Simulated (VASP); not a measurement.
# PtS2 (C2/m) in VASP: further runs, part 3 of 3

VASP 6.6.1. The steps go on from the part before.

## (4) Single point, PBE (strain -0.0500 x Voigt [1, 0, 0, 0, 0, 0])

File INCAR:

```
SYSTEM = PtS2
  ALGO = Normal
  EDIFF = 1E-7
  ENCUT = 520
  GGA = PE
  ISIF = 2
  ISMEAR = 0
  LASPH = .TRUE.
  LCHARG = .TRUE.
  LELF = .TRUE.
  LREAL = .FALSE.
  LVHAR = .TRUE.
  LWAVE = .FALSE.
  NBANDS = 18
  NELM = 80
  PREC = Accurate
  SIGMA = 0.05
```

File KPOINTS:

```
k-points
0
G
  12 12 8
  0 0 0
```

File POSCAR:

```
PtS2
1.0
    3.3660395020      0.0000000000      0.0000000000
   -1.6830197510      3.0685007567      0.0000000000
    0.0000000000      0.0000000000      5.0388000000
Pt S
1 2
Direct
    0.0000000000      0.0000000000      0.0000000000
    0.3333333333      0.6666666667      0.2500000000
    0.6666666667      0.3333333333      0.7500000000
```

Potentials or basis: VASP PAW PBE potentials, release 64 (Pt, S).

The run is started by

```console
cat potpaw_PBE.64/Pt/POTCAR potpaw_PBE.64/S/POTCAR > POTCAR
mpirun -np 1 vasp_std > vasp.out
```

OUTCAR:

```text
SYSTEM = PtS2
   EDIFF = 1E-7
   ENCUT = 520
   GGA = PE
   ISIF = 2
   ISMEAR = 0
   LASPH = .TRUE.
   LREAL = .FALSE.
   NELM = 80
   PREC = Accurate

 ion  position               nearest neighbor table
   1  0.000  0.000  0.000-   2 2.34   3 2.34   3 2.34   2 2.34   3 2.40   2 2.40
   2  0.333  0.667  0.250-   1 2.34   1 2.34   1 2.40
   3  0.667  0.333  0.750-   1 2.34   1 2.34   1 2.40

  LATTYP: Found a base centered orthorhombic cell.
 ALAT       =     3.3660395020
 B/A-ratio  =     1.8232113764
 C/A-ratio  =     1.4969521294

  Lattice vectors:

 A1 = (   1.6830197510,  -3.0685007567,   0.0000000000)
 A2 = (   1.6830197510,   3.0685007567,   0.0000000000)
 A3 = (   0.0000000000,   0.0000000000,   5.0388000000)

Analysis of symmetry for initial positions (statically):
=====================================================================
 Subroutine PRICEL returns:
 Original cell was already a primitive cell.

 Routine SETGRP: Setting up the symmetry group for a
 base centered orthorhombic supercell.

 Subroutine GETGRP returns: Found  4 space group operations
 (whereof  4 operations were pure point group operations)
[... 161 lines left out ...]
  ext. energy  EPLUGINS =         0.00000000
  ---------------------------------------------------
  free energy    TOTEN  =       -15.18320482 eV

  energy without entropy =      -15.18320482  energy(sigma->0) =      -15.18320482

 E-fermi :   7.8634     XC(G=0): -10.9429

 val. band max:        7.5969106969   @ k =  -0.1667   0.0000   0.2500
 cond. band min:       8.0798965785   @ k =   0.5000   0.2500   0.0000
 fundamental gap:      0.4829858816
 Fermi energy:         7.8634433213

 k-point     1 :       0.0000    0.0000    0.0000
  band No.  band energies     occupation
      1      -8.1276      2.00000
      2      -5.1060      2.00000
      3       0.0266      2.00000
      4       0.7247      2.00000
      5       0.8441      2.00000
      6       3.3896      2.00000
[... 481 lines left out ...]
      5       2.0021      2.00000
      6       2.6592      2.00000
[... 10 lines left out ...]
     17      17.0244      0.00000
     18      18.3604      0.00000

 [... further k-points ...]
[... 5 lines left out ...]
  --------------------------------------------------------------------------------------
  -------------------------------------------------------------------------------------
  Total        6.1708326      2.9137827      2.0807800      0.0000000     -1.1493407      0.0000000
  in kB      189.9685835     89.7005648     64.0566448      0.0000000    -35.3823610      0.0000000
  external PRESSURE =     114.5752644 kB  Pullay stress =       0.0000000 kB

 VOLUME and BASIS-vectors are now :
 -----------------------------------------------------------------------------
  energy-cutoff  :      520.00
  volume of cell :       52.04
      direct lattice vectors                 reciprocal lattice vectors
     3.366039502  0.000000000  0.000000000     0.297085046  0.162946025  0.000000000
    -1.683019751  3.068500757  0.000000000     0.000000000  0.325892049  0.000000000
     0.000000000  0.000000000  5.038800000     0.000000000  0.000000000  0.198459951

 POSITION                                       TOTAL-FORCE (eV/Angst)
 -----------------------------------------------------------------------------------
      0.00000      0.00000      0.00000         0.000000     -0.000000      0.000000
     -0.00000      2.04567      1.25970         0.000000     -0.356723      0.274661
      1.68302      1.02283      3.77910         0.000000      0.356723     -0.274661
 -----------------------------------------------------------------------------------
    total drift:                               -0.000000     -0.000000     -0.000000

  FREE ENERGIE OF THE ION-ELECTRON SYSTEM (eV)
  ---------------------------------------------------
  free  energy   TOTEN  =       -15.1832048204 eV

  energy  without entropy=      -15.1832048204  energy(sigma->0) =      -15.18320482
```

OSZICAR:

```text
N       E                     dE             d eps       ncg     rms          rms(c)
DAV:   1     0.111641962459E+03    0.11164E+03   -0.10524E+04 11688   0.110E+03
DAV:   2    -0.112610744888E+02   -0.12290E+03   -0.11891E+03 14024   0.222E+02
DAV:   3    -0.164531843141E+02   -0.51921E+01   -0.51570E+01 14752   0.463E+01
DAV:   4    -0.165040141430E+02   -0.50830E-01   -0.50801E-01 14978   0.507E+00
DAV:   5    -0.165047575205E+02   -0.74338E-03   -0.74332E-03 14864   0.600E-01    0.200E+01
DAV:   6    -0.154012159082E+02    0.11035E+01   -0.56426E+00 12042   0.237E+01    0.128E+01
DAV:   7    -0.152053502230E+02    0.19587E+00   -0.10837E+00 11906   0.107E+01    0.627E+00
DAV:   8    -0.151857563520E+02    0.19594E-01   -0.53833E-02 13244   0.182E+00    0.118E+00
DAV:   9    -0.151829677711E+02    0.27886E-02   -0.89280E-03 13312   0.976E-01    0.181E-01
DAV:  10    -0.151831643184E+02   -0.19655E-03   -0.12808E-03 14652   0.244E-01    0.121E-01
DAV:  11    -0.151831968126E+02   -0.32494E-04   -0.63775E-05 13918   0.567E-02    0.430E-02
DAV:  12    -0.151832033273E+02   -0.65146E-05   -0.16720E-05 13558   0.349E-02    0.158E-02
DAV:  13    -0.151832044577E+02   -0.11305E-05   -0.14597E-06 15424   0.848E-03    0.587E-03
DAV:  14    -0.151832050219E+02   -0.56414E-06   -0.82617E-07 13008   0.506E-03    0.305E-03
DAV:  15    -0.151832048987E+02    0.12321E-06   -0.87114E-08  9936   0.243E-03    0.131E-03
DAV:  16    -0.151832048204E+02    0.78242E-07   -0.22404E-08  8972   0.957E-04
   1 F= -.15183205E+02 E0= -.15183205E+02  d E =-.537985E-12
```

stdout:

```text
POSCAR found type information on POSCAR PtS
 POSCAR found :  2 types and       3 ions
 scaLAPACK will be used
 LDA part: xc-table for (Slater+PW92), standard interpolation
 POSCAR, INCAR and KPOINTS ok, starting setup
 FFT: planning ... GRIDC
 FFT: planning ... GRID_SOFT
 FFT: planning ... GRID
 WAVECAR not read
 entering main loop
```

Wall time 4.3 min (1 thread of AMD EPYC 9R45 (Zen 5), shared host); peak memory 0.37 GiB.

Results:

```yaml
Free_energy: -15.1832 eV
Pressure: 11.5 GPa
Largest_force: 0.450 eV/Å
Band_gap_on_the_k_mesh: 0.48 eV, indirect (least direct gap 0.88 eV)
```

Forces on the atoms (eV/Å):
```
Pt   0.000  0.000  0.000
S    0.000 -0.357  0.275
S    0.000  0.357 -0.275
```

Caveat: the cell differs from its parent crystal (strain -0.0500 x Voigt [1, 0, 0, 0, 0, 0]); spin-orbit coupling is left out, which moves the levels of the heavy elements. A k mesh can miss the band edges.

## (5) Single point, PBE (strain -0.0250 x Voigt [1, 0, 0, 0, 0, 0])

File INCAR:

```
SYSTEM = PtS2
ALGO = Normal
EDIFF = 1E-6
ENCUT = 520
GGA = PE
ISIF = 2
ISMEAR = 0
LASPH = .TRUE.
LCHARG = .TRUE.
LELF = .TRUE.
LREAL = .FALSE.
LVHAR = .TRUE.
LWAVE = .FALSE.
NBANDS = 18
NELM = 80
PREC = Accurate
SIGMA = 0.05
```

KPOINTS is that of step 4.

File POSCAR:

```
PtS2
1.0
    3.4546194889      0.0000000000      0.0000000000
   -1.7273097444      3.0685007567      0.0000000000
    0.0000000000      0.0000000000      5.0388000000
Pt S
1 2
Direct
    0.0000000000      0.0000000000      0.0000000000
    0.3333333333      0.6666666667      0.2500000000
    0.6666666667      0.3333333333      0.7500000000
```

The run is started by

```console
cat potpaw_PBE.64/Pt/POTCAR potpaw_PBE.64/S/POTCAR > POTCAR
mpirun -np 1 vasp_std > vasp.out
```

It took 4 min on 1 thread of AMD EPYC 9R45 (Zen 5), shared host; peak memory 0.38 GiB.

It converged, with:

| Item | Value |
| --- | --- |
| Free energy | -15.3081 eV |
| Pressure | 6.3 GPa |
| Largest force | 0.172 eV/Å |
| Band gap on the k mesh | 0.56 eV, indirect (least direct gap 0.84 eV) |

Forces on the atoms (eV/Å):
```
Pt   0.000  0.000  0.000
S    0.000 -0.154 -0.076
S    0.000  0.154  0.076
```

Stress tensor (GPa, compression positive):
```
10.29  0.00  0.00
 0.00  5.61 -1.51
 0.00 -1.51  2.94
```

Levels at points of the mesh, in eV from the valence-band top:
```tsv
k point	band 7	band 8	band 9	band 10	band 11	band 12	band 13	band 14	band 15	band 16
(0.00, 0.00, 0.00)	-3.85	-2.30	-1.15	-1.02	0.00	1.84	1.94	4.56	5.54	7.85
(0.50, 0.00, 0.00)	-3.57	-3.29	-3.14	-3.03	-2.50	1.41	2.52	5.46	6.25	7.86
(0.00, 0.50, 0.00)	-3.68	-3.11	-3.07	-3.01	-2.58	1.29	2.58	5.66	6.53	8.00
(0.00, 0.00, 0.50)	-3.87	-2.97	-1.46	-1.34	-1.23	2.52	2.62	5.54	7.22	7.56
(0.50, 0.00, 0.50)	-3.37	-3.12	-2.75	-2.69	-1.54	1.44	2.33	4.96	5.18	7.32
(0.00, 0.50, 0.50)	-3.37	-3.12	-2.81	-2.54	-1.53	1.55	2.18	5.09	5.29	7.27
```

Caveat: the cell differs from its parent crystal (strain -0.0250 x Voigt [1, 0, 0, 0, 0, 0]); spin-orbit coupling is left out, which moves the levels of the heavy elements. A k mesh can miss the band edges.

## (6) The runs side by side

| cell | gap on the mesh (eV) | pressure (GPa) | largest force (eV/Å) |
| --- | --- | --- | --- |
| a = 3.632, b = 3.566, c = 5.039 Å, angles 90.0, 90.0, 120.6°, 3 atoms | 0.43 | -1.7 | 0.62 |
| a = 3.720, b = 3.588, c = 5.039 Å, angles 90.0, 90.0, 121.2°, 3 atoms | 0.31 | -4.7 | 0.82 |
| a = 3.366, b = 3.500, c = 5.039 Å, angles 90.0, 90.0, 118.7°, 3 atoms | 0.48 | 11.5 | 0.45 |
| a = 3.455, b = 3.521, c = 5.039 Å, angles 90.0, 90.0, 119.4°, 3 atoms | 0.56 | 6.3 | 0.17 |

Alike in all rows: task single point; level PBE; potentials or basis VASP PAW PBE potentials, release 64 (Pt, S); no spin polarisation; k mesh 12 × 12 × 8; cutoff (eV) 520; smearing gaussian 0.05 eV.

Caveats: spin-orbit coupling is left out, which moves the levels of the heavy elements.

Total energies depend on the potentials used, so only differences within one code and one set of settings carry meaning.
